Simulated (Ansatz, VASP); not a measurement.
# Zn in VASP and in Ansatz

```
CELL_PARAMETERS angstrom
2.67000 -0.05340 0.00000
-1.38125 2.33899 0.00000
0.00000 0.00000 4.96600
ATOMIC_POSITIONS crystal
Zn 0.66667 0.33333 0.75000
Zn 0.33333 0.66667 0.25000
```

Change from the starting cell: strain_shear_xy = -0.04.

Alike in both runs: task single point; functional PBEsol; k mesh 11 × 11 × 6; occupations fermi-dirac, width 0.05 eV; no spin polarisation.

```csv
,VASP,Ansatz
version,VASP 6.6.1,Ansatz 0.2.0
potentials or method,"VASP PAW PBE potentials, release 64 (Zn), cutoff 520 eV","all-electron LAPW, scalar-relativistic"
```

VASP gave:

- gap on the k mesh at the Fermi level (eV): none
- pressure (GPa): -4.8
- traceless stress, the component that is largest in VASP (GPa): 1.58
- rms of the force components (eV/Å): 0.007

**Question.** What did Ansatz give for the same quantities?

**Answer.** gap on the k mesh at the Fermi level (eV): none; pressure (GPa): -5.4; traceless stress, the component that is largest in VASP (GPa): 1.56; rms of the force components (eV/Å): 0.008.

VASP's potentials were made for PBE, not for PBEsol. Atom by atom the forces differ by 0.001 eV/Å (rms over components). A gap of «none» marks a metal or a gap that the smearing closes. Ansatz ran all-electron here, and VASP with PAW potentials.
